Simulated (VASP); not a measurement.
# BaTiO3 (P4mm) in VASP: notebook

Runs on BaTiO3. Level: LDA. Tasks: single point.

Everything below comes from runs of VASP 6.6.1. Logs are shortened: lines on timing, memory, paths and dates and some standing lists are left out, and cuts for length are marked.

## Step 1: The cell of the first run

The structure is tetragonal, space group P4mm (No. 99). The conventional cell has a = 4.000 Å, b = 4.000 Å, c = 4.018 Å, α = 90.00°, β = 90.00°, γ = 90.00°. Ba (site symmetry 4mm) has 12 O at 2.79 to 2.88 Å and 8 Ti at 3.45 to 3.49 Å within 3.7 Å. Within 2.5 Å of Ti (site symmetry 4mm) lie 6 O at 1.89 to 2.13 Å. O (site symmetry 4mm) has 2 Ti at 1.89 to 2.13 Å within 2.5 Å. Within 2.7 Å of O (site symmetry 2mm) lie 2 Ti at 2.00 Å.

## Step 2: Single point, LDA

File INCAR:

```
SYSTEM = BaTiO3
ALGO     = Normal         ! electronic algorithm
EDIFF    = 1E-6           ! SCF threshold, eV
ENCUT    = 520            ! plane-wave cutoff, eV
GGA      = CA             ! functional
ISIF     = 2              ! what is computed and relaxed
ISMEAR   = 0              ! smearing method
LASPH    = .TRUE.         ! aspherical terms in the spheres
LCHARG   = .TRUE.         ! write CHGCAR
LELF     = .TRUE.         ! ELF
LREAL    = .FALSE.        ! projectors in reciprocal space
LVHAR    = .TRUE.       
LWAVE    = .FALSE.        ! write WAVECAR
NBANDS   = 28             ! bands
NELM     = 100            ! most SCF steps
PREC     = Accurate       ! precision mode
SIGMA    = 0.01           ! smearing width, eV
```

File KPOINTS:

```
Automatic mesh
0
Gamma
  5 5 5
  0.5 0.5 0.5
```

File POSCAR:

```
BaTiO3
1.0
    3.9998000000      0.0000000000      0.0000000000
    0.0000000000      3.9998000000      0.0000000000
    0.0000000000      0.0000000000      4.0180000000
Ba Ti O
1 1 3
Direct
    0.0000000000      0.0000000000      0.0000000000
    0.5000000000      0.5000000000      0.4900000000
    0.5000000000      0.5000000000      0.0190000000
    0.5000000000      0.0000000000      0.5170000000
    0.0000000000      0.5000000000      0.5170000000
```

Potentials or basis: VASP PAW LDA potentials, release 64 (Ba_sv, Ti_sv, O).

The run is started by

```bash
> cat potpaw_LDA.64/Ba_sv/POTCAR potpaw_LDA.64/Ti_sv/POTCAR potpaw_LDA.64/O/POTCAR > POTCAR
> mpirun -np 1 vasp_std > vasp.out
```

OUTCAR:

```text
SYSTEM = BaTiO3
   EDIFF = 1E-6
   ENCUT = 520
   GGA = CA
   ISIF = 2
   ISMEAR = 0
   LASPH = .TRUE.
   LREAL = .FALSE.
   NELM = 100
   PREC = Accurate

 ion  position               nearest neighbor table
   1  0.000  0.000  0.000-   4 2.79   5 2.79   5 2.79   4 2.79   3 2.83   3 2.83   3 2.83   3 2.83
                             4 2.88   5 2.88   5 2.88   4 2.88   2 3.45   2 3.45   2 3.45   2 3.45
   2  0.500  0.500  0.490-   3 1.89   4 2.00   5 2.00   4 2.00   5 2.00   3 2.13   1 3.45   1 3.45
                             1 3.45   1 3.45   1 3.49   1 3.49   1 3.49   1 3.49
   3  0.500  0.500  0.019-   2 1.89   2 2.13   1 2.83   1 2.83   1 2.83   1 2.83
   4  0.500  0.000  0.517-   2 2.00   2 2.00   1 2.79   1 2.79   1 2.88   1 2.88
   5  0.000  0.500  0.517-   2 2.00   2 2.00   1 2.79   1 2.79   1 2.88   1 2.88

  LATTYP: Found a simple tetragonal cell.
 ALAT       =     3.9998000000
 C/A-ratio  =     1.0045502275

  Lattice vectors:

 A1 = (   3.9998000000,   0.0000000000,   0.0000000000)
 A2 = (   0.0000000000,   3.9998000000,   0.0000000000)
 A3 = (   0.0000000000,   0.0000000000,   4.0180000000)

Analysis of symmetry for initial positions (statically):
=====================================================================
 Subroutine PRICEL returns:
 Original cell was already a primitive cell.

 Routine SETGRP: Setting up the symmetry group for a
 simple tetragonal supercell.

 Subroutine GETGRP returns: Found  8 space group operations
 (whereof  8 operations were pure point group operations)
 out of a pool of 16 trial point group operations.

The static configuration has the point symmetry C_4v.

Analysis of symmetry for dynamics (positions and initial velocities):
=====================================================================
 Subroutine PRICEL returns:
 Original cell was already a primitive cell.

 Routine SETGRP: Setting up the symmetry group for a
 simple tetragonal supercell.

 Subroutine GETGRP returns: Found  8 space group operations
 (whereof  8 operations were pure point group operations)
 out of a pool of 16 trial point group operations.

The dynamic configuration has the point symmetry C_4v.

 Subroutine INISYM returns: Found  8 space group operations
 (whereof  8 operations are pure point group operations),
 and found     1 'primitive' translations

----------------------------------------------------------------------------------------

                                     Primitive cell

  volume of cell :      64.2816

  direct lattice vectors                    reciprocal lattice vectors
     3.999800000  0.000000000  0.000000000     0.250012501  0.000000000  0.000000000
     0.000000000  3.999800000  0.000000000     0.000000000  0.250012501  0.000000000
     0.000000000  0.000000000  4.018000000     0.000000000  0.000000000  0.248880040

  length of vectors
     3.999800000  3.999800000  4.018000000     0.250012501  0.250012501  0.248880040

  position of ions in fractional coordinates (direct lattice)
     0.000000000  0.000000000  0.000000000
     0.500000000  0.500000000  0.490000000
     0.500000000  0.500000000  0.019000000
     0.500000000  0.000000000  0.517000000
     0.000000000  0.500000000  0.517000000

  ion indices of the primitive-cell ions
   primitive index   ion index
                 1           1
                 2           2
                 3           3
                 4           4
                 5           5

----------------------------------------------------------------------------------------

 KPOINTS: Automatic mesh

Automatic generation of k-mesh.
 Grid dimensions read from file:
 generate k-points for:    5    5    5

 Generating k-lattice:

  Cartesian coordinates                     Fractional coordinates (reciprocal lattice)
     0.050002500  0.000000000  0.000000000     0.200000000  0.000000000  0.000000000
     0.000000000  0.050002500  0.000000000     0.000000000  0.200000000  0.000000000
     0.000000000  0.000000000  0.049776008     0.000000000  0.000000000  0.200000000

  Length of vectors
     0.050002500  0.050002500  0.049776008

  Shift w.r.t. Gamma in fractional coordinates (k-lattice)
     0.500000000  0.500000000  0.500000000

 Subroutine IBZKPT returns following result:
 ===========================================

 Found     18 irreducible k-points:

 Following reciprocal coordinates:
            Coordinates               Weight
  0.100000  0.100000  0.100000      8.000000
  0.300000  0.100000  0.100000     16.000000
  0.500000  0.100000  0.100000      8.000000
  0.300000  0.300000  0.100000      8.000000
  0.500000  0.300000  0.100000      8.000000
  0.500000  0.500000  0.100000      2.000000
[... 10 lines left out ...]
  0.500000  0.300000  0.500000      4.000000
  0.500000  0.500000  0.500000      1.000000
   k-points           NKPTS =     18   k-points in BZ     NKDIM =     18   number of bands    NBANDS=     28
   number of dos      NEDOS =    301   number of ions     NIONS =      5
   total plane-waves  NPLWV =  27000
   dimension x,y,z NGX =    30 NGY =   30 NGZ =   30
   dimension x,y,z NGXF=    60 NGYF=   60 NGZF=   60
   ions per type =               1   1   3
   NGX,Y,Z   is equivalent  to a cutoff of  12.47, 12.47, 12.41 a.u.
   NGXF,Y,Z  is equivalent  to a cutoff of  24.94, 24.94, 24.83 a.u.
 SYSTEM =  BaTiO3
   PREC   = accura    normal or accurate (medium, high low for compatibility)
   ISTART =      0    job   : 0-new  1-cont  2-samecut
   ICHARG =      2    charge: 1-file 2-atom 10-const
   ISPIN  =      1    spin polarized calculation?
   LNONCOLLINEAR =      F non collinear calculations
   LSORBIT =      F    spin-orbit coupling
   LASPH  =      T    aspherical Exc in radial PAW
   ENCUT  =  520.0 eV  38.22 Ry    6.18 a.u.   7.44  7.44  7.47*2*pi/ulx,y,z
   NELM   =    100;   NELMIN=  2; NELMDL= -5     # of ELM steps
   EDIFF  = 0.1E-05   stopping-criterion for ELM
   LREAL  =      F    real-space projection
   EDIFFG = 0.1E-04   stopping-criterion for IOM
   NSW    =      0    number of steps for IOM
   IBRION =     -1    ionic relax: 0-MD 1-quasi-New 2-CG
   NFREE  =      0    steps in history (QN), initial steepest desc. (CG)
   ISIF   =      2    stress and relaxation
   ISYM   =      2    0-nonsym 1-usesym 2-fastsym
   POTIM  = 0.5000    time-step for ionic-motion
   TEBEG  =    0.0;   TEEND  =   0.0 temperature during run
   PSTRESS=    0.0 pullay stress
   NELECT =      40.0000    total number of electrons
   NUPDOWN=      -1.0000    fix difference up-down
   EMIN   =  10.00;   EMAX   =-10.00  energy-range for DOS
   EFERMI =   0.00;   METHOD = LEGACY
   ISMEAR =     0;   SIGMA  =   0.01  broadening in eV -4-tet -1-fermi 0-gaus
   EFERMI_NEDOS =   21; number of points for ismear=-14 and -15
   IALGO  =     38    algorithm
   IMIX   =      4    mixing-type and parameters
     AMIX     =   0.40;   BMIX     =  1.00
     AMIX_MAG =   1.60;   BMIX_MAG =  1.00
  volume/ion in A,a.u.               =      12.86        86.76
  Fermi-wavevector in a.u.,A,eV,Ry     =   1.397653  2.641181 26.578078  1.953434
  Thomas-Fermi vector in A             =   2.520888
   LORBIT       =      0    0 simple, 1 ext, 2 COOP (PROOUT), +10 PAW based schemes
   GGA     = CA    functional components
   LHFCALC =     F    Hartree Fock is set to
   AEXX    =    0.0000 exact exchange contribution
   IVDW    =     0    specifies the selected vdW correction
   LEPSILON=     F    determine dielectric tensor
   LRPA    =     F    only Hartree local field effects (RPA)
 non-spin polarized calculation
 Gauss-broadening in eV      SIGMA  =   0.01
  energy-cutoff  :      520.00
  volume of cell :       64.28
 maximum number of plane-waves:      1750
 NGX is ok and might be reduce to    30
   NGX = 15   NGY = 15   NGZ = 15

 number of electron      39.9999977 magnetization

 Free energy of the ion-electron system (eV)
  ---------------------------------------------------
  ext. energy  EPLUGINS =         0.00000000
  ---------------------------------------------------
  free energy    TOTEN  =       -44.11504763 eV

  energy without entropy =      -44.11504763  energy(sigma->0) =      -44.11504763

 E-fermi :   3.5908     XC(G=0): -11.7206

 val. band max:        3.5359681924   @ k =   0.5000   0.5000   0.5000
 cond. band min:       5.5919337653   @ k =   0.1000   0.1000   0.1000
 fundamental gap:      2.0559655728
 Fermi energy:         3.5907510551

 k-point     1 :       0.1000    0.1000    0.1000
  band No.  band energies     occupation
      1     -52.3147      2.00000
      2     -28.9648      2.00000
      3     -28.9335      2.00000
      4     -28.9332      2.00000
      5     -21.1338      2.00000
      6     -13.0716      2.00000
[... 20 lines left out ...]
     27       8.9857      0.00000
     28      11.1888      0.00000

 k-point     2 :       0.3000    0.1000    0.1000
  band No.  band energies     occupation
      1     -52.3141      2.00000
      2     -28.9642      2.00000
      3     -28.9629      2.00000
      4     -28.9320      2.00000
      5     -21.0694      2.00000
      6     -13.1420      2.00000
[... 20 lines left out ...]
     27      10.2419      0.00000
     28      11.9335      0.00000

 k-point     3 :       0.5000    0.1000    0.1000
  band No.  band energies     occupation
      1     -52.3137      2.00000
      2     -28.9821      2.00000
      3     -28.9626      2.00000
      4     -28.9312      2.00000
      5     -21.0285      2.00000
      6     -13.2391      2.00000
[... 20 lines left out ...]
     27      11.2381      0.00000
     28      12.0287      0.00000

 k-point     4 :       0.3000    0.3000    0.1000
  band No.  band energies     occupation
      1     -52.3135      2.00000
      2     -28.9631      2.00000
      3     -28.9614      2.00000
      4     -28.9613      2.00000
      5     -21.0176      2.00000
      6     -12.9783      2.00000
[... 392 lines left out ...]
     27      11.4267      0.00000
     28      11.4749      0.00000

 k-point    17 :       0.5000    0.3000    0.5000
  band No.  band energies     occupation
      1     -52.3122      2.00000
      2     -29.0067      2.00000
      3     -28.9774      2.00000
      4     -28.9586      2.00000
      5     -20.9216      2.00000
      6     -12.3229      2.00000
[... 20 lines left out ...]
     27      11.0735      0.00000
     28      11.4825      0.00000

 k-point    18 :       0.5000    0.5000    0.5000
  band No.  band energies     occupation
      1     -52.3118      2.00000
      2     -29.0058      2.00000
      3     -28.9765      2.00000
      4     -28.9765      2.00000
      5     -20.8970      2.00000
      6     -12.1912      2.00000
[... 20 lines left out ...]
     27      11.1811      0.00000
     28      11.3559      0.00000

------------------------ aborting loop because EDIFF is reached ----------------------------------------

  FORCE on cell =-STRESS in cart. coord.  units (eV):
  Direction    XX          YY          ZZ          XY          YZ          ZX
  --------------------------------------------------------------------------------------
  -------------------------------------------------------------------------------------
  Total       -2.7368215     -2.7368215     -2.3490817      0.0000000      0.0000000      0.0000000
  in kB      -68.2135363    -68.2135363    -58.5493690      0.0000000      0.0000000      0.0000000
  external PRESSURE =     -64.9921472 kB  Pullay stress =       0.0000000 kB

 VOLUME and BASIS-vectors are now :
 -----------------------------------------------------------------------------
  energy-cutoff  :      520.00
  volume of cell :       64.28
      direct lattice vectors                 reciprocal lattice vectors
     3.999800000  0.000000000  0.000000000     0.250012501  0.000000000  0.000000000
     0.000000000  3.999800000  0.000000000     0.000000000  0.250012501  0.000000000
     0.000000000  0.000000000  4.018000000     0.000000000  0.000000000  0.248880040

 POSITION                                       TOTAL-FORCE (eV/Angst)
 -----------------------------------------------------------------------------------
      0.00000      0.00000      0.00000         0.000000      0.000000      0.039294
      1.99990      1.99990      1.96882        -0.000000      0.000000     -0.135035
      1.99990      1.99990      0.07634        -0.000000     -0.000000      0.358243
      1.99990      0.00000      2.07731        -0.000000      0.000000     -0.131251
      0.00000      1.99990      2.07731         0.000000      0.000000     -0.131251
 -----------------------------------------------------------------------------------
    total drift:                                0.000000      0.000000      0.000437

  FREE ENERGIE OF THE ION-ELECTRON SYSTEM (eV)
  ---------------------------------------------------
  free  energy   TOTEN  =       -44.1150476303 eV

  energy  without entropy=      -44.1150476303  energy(sigma->0) =      -44.11504763
```

Run time: 22 s. Hardware: 1 thread of AMD EPYC 9R45 (Zen 5), shared host; peak memory 0.13 GiB.

What came out:

| Property | Result |
| --- | --- |
| Free energy | -44.1150 eV |
| Pressure | -6.5 GPa |
| Largest force | 0.358 eV/Å |
| Band gap on the k mesh | 2.06 eV, indirect (least direct gap 2.50 eV) |

Forces on the atoms (eV/Å):
```
Ba   0.000  0.000  0.039
Ti   0.000  0.000 -0.135
O    0.000  0.000  0.358
O    0.000  0.000 -0.131
O    0.000  0.000 -0.131
```

Levels at points of the mesh, in eV from the valence-band top:
```
           k point  band 18  band 19  band 20  band 21  band 22  band 23
(0.50, 0.50, 0.50)    -0.08    -0.08     0.00     4.14     4.14     4.14
```

Caveat: spin-orbit coupling is left out, which moves the levels of the heavy elements. A k mesh can miss the band edges.

(Part 1 of 2 ends here.)
